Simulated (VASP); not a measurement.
# CdMo (P4/mmm) in VASP: relaxation of cell and atoms with PBE

Aim: the relaxation of cell and atoms of CdMo with PBE.

Everything below comes from runs of VASP 6.6.1. Logs are shortened: lines on timing, memory, paths and dates and some standing lists are left out, and cuts for length are marked.

**1. The cell of the first run**

It takes space group P4/mmm (No. 123, tetragonal). Conventional cell: a = 2.742 Å, b = 2.742 Å, c = 4.707 Å, α = 90.00°, β = 90.00°, γ = 90.00°. Cd (site symmetry 4/mmm) has 4 Cd at 2.74 Å and 8 Mo at 3.05 Å within 3.6 Å. Within 3.6 Å of Mo (site symmetry 4/mmm) lie 4 Mo at 2.74 Å and 8 Cd at 3.05 Å.

**2. Relaxation of cell and atoms, PBE**

INCAR reads:

```
SYSTEM = CdMo
  ALGO = Fast
  EDIFF = 1E-6
  EDIFFG = -0.01
  ENCUT = 600
  GGA = PE
  IBRION = 2
  ISIF = 3
  ISMEAR = 0
  LASPH = .TRUE.
  LCHARG = .FALSE.
  LREAL = .FALSE.
  LWAVE = .FALSE.
  NELM = 80
  NSW = 100
  PREC = Accurate
  SIGMA = 0.1
```

KPOINTS reads:

```
k-points
0
G
  20 20 12
  0 0 0
```

POSCAR reads:

```
CdMo
1.0
    2.7415041911      0.0000000000      0.0000000000
    0.0000000000      2.7415041911      0.0000000000
    0.0000000000      0.0000000000      4.7070312395
Cd Mo
1 1
Direct
    0.5000000000      0.5000000000      0.5000000000
    0.0000000000      0.0000000000      0.0000000000
```

Potentials or basis: VASP PAW PBE potentials, release 64 (Cd, Mo_sv).

On the command line:

```sh
cat potpaw_PBE.64/Cd/POTCAR potpaw_PBE.64/Mo_sv/POTCAR > POTCAR
mpirun -np 1 vasp_std > vasp.out
```

OUTCAR:

```text
SYSTEM = CdMo
   EDIFF = 1E-6
   EDIFFG = -0.01
   ENCUT = 600
   GGA = PE
   IBRION = 2
   ISIF = 3
   ISMEAR = 0
   LASPH = .TRUE.
   LREAL = .FALSE.
   NELM = 80
   NSW = 100
   PREC = Accurate

 ion  position               nearest neighbor table
   1  0.500  0.500  0.500-   2 3.05   2 3.05   2 3.05   2 3.05   2 3.05   2 3.05   2 3.05   2 3.05

   2  0.000  0.000  0.000-   1 3.05   1 3.05   1 3.05   1 3.05   1 3.05   1 3.05   1 3.05   1 3.05

  LATTYP: Found a simple tetragonal cell.
 ALAT       =     2.7415041911
 C/A-ratio  =     1.7169520495

  Lattice vectors:

 A1 = (   2.7415041911,   0.0000000000,   0.0000000000)
 A2 = (   0.0000000000,   2.7415041911,   0.0000000000)
 A3 = (   0.0000000000,   0.0000000000,   4.7070312395)

Analysis of symmetry for initial positions (statically):
=====================================================================
 Subroutine PRICEL returns:
 Original cell was already a primitive cell.

 Routine SETGRP: Setting up the symmetry group for a
 simple tetragonal supercell.

 Subroutine GETGRP returns: Found 16 space group operations
 (whereof 16 operations were pure point group operations)
 out of a pool of 16 trial point group operations.

The static configuration has the point symmetry D_4h.

Analysis of symmetry for dynamics (positions and initial velocities):
=====================================================================
 Subroutine PRICEL returns:
 Original cell was already a primitive cell.

 Routine SETGRP: Setting up the symmetry group for a
 simple tetragonal supercell.

 Subroutine GETGRP returns: Found 16 space group operations
 (whereof 16 operations were pure point group operations)
 out of a pool of 16 trial point group operations.

The dynamic configuration has the point symmetry D_4h.

 Subroutine INISYM returns: Found 16 space group operations
 (whereof 16 operations are pure point group operations),
 and found     1 'primitive' translations

----------------------------------------------------------------------------------------

                                     Primitive cell

  volume of cell :      35.3773

  direct lattice vectors                    reciprocal lattice vectors
     2.741504191  0.000000000  0.000000000     0.364763258  0.000000000  0.000000000
     0.000000000  2.741504191  0.000000000     0.000000000  0.364763258  0.000000000
     0.000000000  0.000000000  4.707031240     0.000000000  0.000000000  0.212448133

  length of vectors
     2.741504191  2.741504191  4.707031240     0.364763258  0.364763258  0.212448133

  position of ions in fractional coordinates (direct lattice)
     0.500000000  0.500000000  0.500000000
     0.000000000  0.000000000  0.000000000

  ion indices of the primitive-cell ions
   primitive index   ion index
                 1           1
                 2           2

----------------------------------------------------------------------------------------

 KPOINTS: k-points

Automatic generation of k-mesh.
 Grid dimensions read from file:
 generate k-points for:   20   20   12

 Generating k-lattice:

  Cartesian coordinates                     Fractional coordinates (reciprocal lattice)
     0.018238163  0.000000000  0.000000000     0.050000000  0.000000000  0.000000000
     0.000000000  0.018238163  0.000000000     0.000000000  0.050000000  0.000000000
     0.000000000  0.000000000  0.017704011     0.000000000  0.000000000  0.083333333

  Length of vectors
     0.018238163  0.018238163  0.017704011

  Shift w.r.t. Gamma in fractional coordinates (k-lattice)
     0.000000000  0.000000000  0.000000000

 Subroutine IBZKPT returns following result:
 ===========================================

 Found    462 irreducible k-points:

 Following reciprocal coordinates:
            Coordinates               Weight
  0.000000  0.000000  0.000000      1.000000
  0.050000  0.000000  0.000000      4.000000
  0.100000  0.000000  0.000000      4.000000
  0.150000  0.000000  0.000000      4.000000
  0.200000  0.000000  0.000000      4.000000
  0.250000  0.000000  0.000000      4.000000
[... 16 lines left out ...]
  0.150000  0.100000  0.000000      8.000000
  0.200000  0.100000  0.000000      8.000000
 [... further k-points ...]
   k-points           NKPTS =    462   k-points in BZ     NKDIM =    462   number of bands    NBANDS=     17
   number of dos      NEDOS =    301   number of ions     NIONS =      2
   total plane-waves  NPLWV =  23040
   dimension x,y,z NGX =    24 NGY =   24 NGZ =   40
   dimension x,y,z NGXF=    48 NGYF=   48 NGZF=   80
   ions per type =               1   1
   NGX,Y,Z   is equivalent  to a cutoff of  14.55, 14.55, 14.13 a.u.
   NGXF,Y,Z  is equivalent  to a cutoff of  29.11, 29.11, 28.25 a.u.
 SYSTEM =  CdMo
   PREC   = accura    normal or accurate (medium, high low for compatibility)
   ISTART =      0    job   : 0-new  1-cont  2-samecut
   ICHARG =      2    charge: 1-file 2-atom 10-const
   ISPIN  =      1    spin polarized calculation?
   LNONCOLLINEAR =      F non collinear calculations
   LSORBIT =      F    spin-orbit coupling
   LASPH  =      T    aspherical Exc in radial PAW
   ENCUT  =  600.0 eV  44.10 Ry    6.64 a.u.   5.48  5.48  9.40*2*pi/ulx,y,z
   NELM   =     80;   NELMIN=  2; NELMDL= -5     # of ELM steps
   EDIFF  = 0.1E-05   stopping-criterion for ELM
   LREAL  =      F    real-space projection
   EDIFFG = -.1E-01   stopping-criterion for IOM
   NSW    =    100    number of steps for IOM
   IBRION =      2    ionic relax: 0-MD 1-quasi-New 2-CG
   NFREE  =      1    steps in history (QN), initial steepest desc. (CG)
   ISIF   =      3    stress and relaxation
   ISYM   =      2    0-nonsym 1-usesym 2-fastsym
   POTIM  = 0.5000    time-step for ionic-motion
   TEBEG  =    0.0;   TEEND  =   0.0 temperature during run
   PSTRESS=    0.0 pullay stress
   NELECT =      26.0000    total number of electrons
   NUPDOWN=      -1.0000    fix difference up-down
   EMIN   =  10.00;   EMAX   =-10.00  energy-range for DOS
   EFERMI =   0.00;   METHOD = LEGACY
   ISMEAR =     0;   SIGMA  =   0.10  broadening in eV -4-tet -1-fermi 0-gaus
   EFERMI_NEDOS =   21; number of points for ismear=-14 and -15
   IALGO  =     68    algorithm
   IMIX   =      4    mixing-type and parameters
     AMIX     =   0.40;   BMIX     =  1.00
     AMIX_MAG =   1.60;   BMIX_MAG =  1.00
  volume/ion in A,a.u.               =      17.69       119.37
  Fermi-wavevector in a.u.,A,eV,Ry     =   1.477376  2.791835 29.696609  2.182639
  Thomas-Fermi vector in A             =   2.591787
   LORBIT       =      0    0 simple, 1 ext, 2 COOP (PROOUT), +10 PAW based schemes
   GGA     = PE    functional components
   LHFCALC =     F    Hartree Fock is set to
   AEXX    =    0.0000 exact exchange contribution
   IVDW    =     0    specifies the selected vdW correction
   LEPSILON=     F    determine dielectric tensor
   LRPA    =     F    only Hartree local field effects (RPA)
 conjugate gradient relaxation of ions
 non-spin polarized calculation
 RMM-DIIS sequential band-by-band and
 Gauss-broadening in eV      SIGMA  =   0.10
  energy-cutoff  :      600.00
  volume of cell :       35.38
 maximum number of plane-waves:      1207
 NGX is ok and might be reduce to    24
   NGX = 11   NGY = 11   NGZ = 19

--------------------------------------- Ionic step        1  -------------------------------------------

 number of electron      26.0000000 magnetization

 Free energy of the ion-electron system (eV)
  ---------------------------------------------------
  ext. energy  EPLUGINS =         0.00000000
  ---------------------------------------------------
  free energy    TOTEN  =       -10.69860546 eV

  energy without entropy =      -10.69327256  energy(sigma->0) =      -10.69593901

------------------------ aborting loop because EDIFF is reached ----------------------------------------

  FORCE on cell =-STRESS in cart. coord.  units (eV):
  Direction    XX          YY          ZZ          XY          YZ          ZX
  --------------------------------------------------------------------------------------
  -------------------------------------------------------------------------------------
  Total        0.4422719      0.4422719     -0.3293904      0.0000000     -0.0000000      0.0000000
  in kB       20.0297247     20.0297247    -14.9175208      0.0000000     -0.0000000      0.0000000
  external PRESSURE =       8.3806428 kB  Pullay stress =       0.0000000 kB
[... 129 lines left out ...]
  energy  without entropy=      -10.6990054350  energy(sigma->0) =      -10.70168130

--------------------------------------- Ionic step        5  -------------------------------------------

 number of electron      25.9999999 magnetization

 Free energy of the ion-electron system (eV)
  ---------------------------------------------------
  ext. energy  EPLUGINS =         0.00000000
  ---------------------------------------------------
  free energy    TOTEN  =       -10.70455694 eV

  energy without entropy =      -10.69919237  energy(sigma->0) =      -10.70187465

 E-fermi :   7.4504     XC(G=0): -12.3964

 val. band max:        7.4501103479   @ k =   0.3500   0.3500   0.3333
 cond. band min:       7.4538015930   @ k =   0.4500   0.2500   0.0833
 fundamental gap:      0.0036912451
 Fermi energy:         7.4503845013

 k-point     1 :       0.0000    0.0000    0.0000
  band No.  band energies     occupation
      1     -53.7178      2.00000
      2     -27.8361      2.00000
      3     -27.3183      2.00000
      4     -27.3183      2.00000
      5      -2.8414      2.00000
      6      -2.4432      2.00000
[... 9 lines left out ...]
     16      10.3135      0.00000
     17      12.8639      0.00000
[... 443 lines left out ...]
      1     -53.6754      2.00000
      2     -27.7933      2.00000
      3     -27.6112      2.00000
      4     -27.3752      2.00000
      5      -2.4720      2.00000
      6      -1.9148      2.00000
[... 9 lines left out ...]
     16      10.9721      0.00000
     17      12.7601      0.00000

 [... further k-points ...]
[... 5 lines left out ...]
  --------------------------------------------------------------------------------------
  -------------------------------------------------------------------------------------
  Total        0.0152895      0.0152895      0.0173932      0.0000000      0.0000000     -0.0000000
  in kB        0.6906997      0.6906997      0.7857302      0.0000000      0.0000000     -0.0000000
  external PRESSURE =       0.7223766 kB  Pullay stress =       0.0000000 kB
[... 17 lines left out ...]
  FREE ENERGIE OF THE ION-ELECTRON SYSTEM (eV)
  ---------------------------------------------------
  free  energy   TOTEN  =       -10.7045569372 eV

  energy  without entropy=      -10.6991923703  energy(sigma->0) =      -10.70187465

 reached required accuracy - stopping structural energy minimisation
```

It took 8 min on 1 thread of AMD EPYC 9R45 (Zen 5), shared host; peak memory 0.44 GiB.

Results:

```yaml
Free_energy: -10.7046 eV
Relaxed_volume: 17.73 Å³/atom
Relaxed_cell: a = 2.764 Å, b = 2.764 Å, c = 4.642 Å, α = 90.00°, β = 90.00°, γ = 90.00°
Space_group_after_relaxing_to_0.1_Å: P4/mmm (No. 123)
Energy_gained_by_relaxing: 3.0 meV/atom
Ionic_steps: 5
Pressure_after_relaxing: 0.1 GPa
Band_gap_on_the_k_mesh: zero (bands 13 and 14 overlap by 1.07 eV)
```

The path:
| step | energy change (eV) | largest force (eV/Å) | pressure (GPa) | volume (Å³) |
| --- | --- | --- | --- | --- |
| 1 | 0.0000 | 0.0000 | 0.84 | 35.38 |
| 2 | -0.0041 | 0.0000 | -1.48 | 35.85 |
| 3 | -0.0045 | 0.0000 | -0.91 | 35.74 |
| 4 | -0.0058 | 0.0000 | 0.34 | 35.38 |
| 5 | -0.0060 | 0.0000 | 0.07 | 35.47 |

Final structure:
```yaml
crystal:
  lattice:
    - [2.76420, 0.00000, 0.00000]
    - [0.00000, 2.76420, 0.00000]
    - [0.00000, 0.00000, 4.64170]
  atoms:
    - { symbol: Cd, position: [0.50000, 0.50000, 0.50000] }
    - { symbol: Mo, position: [0.00000, 0.00000, 0.00000] }
```

Levels at points of the mesh, in eV from the Fermi level:
```tsv
k point	band 10	band 11	band 12	band 13	band 14	band 15	band 16	band 17
(0.00, 0.00, 0.00)	-8.21	-3.17	-3.16	-0.89	1.45	1.45	2.86	5.41
(0.50, 0.00, 0.00)	-4.13	-3.42	-2.39	-2.22	0.44	1.68	4.34	6.12
(0.50, 0.50, 0.00)	-3.80	-1.09	-1.09	0.52	1.43	1.43	4.58	6.78
(0.00, 0.00, 0.50)	-7.01	-5.68	-3.24	-1.96	1.10	1.10	2.85	10.19
(0.50, 0.00, 0.50)	-4.04	-2.56	-2.04	-0.24	0.49	0.57	1.76	3.54
(0.50, 0.50, 0.50)	-4.26	-2.69	-2.69	0.54	4.42	4.58	5.34	5.34
```
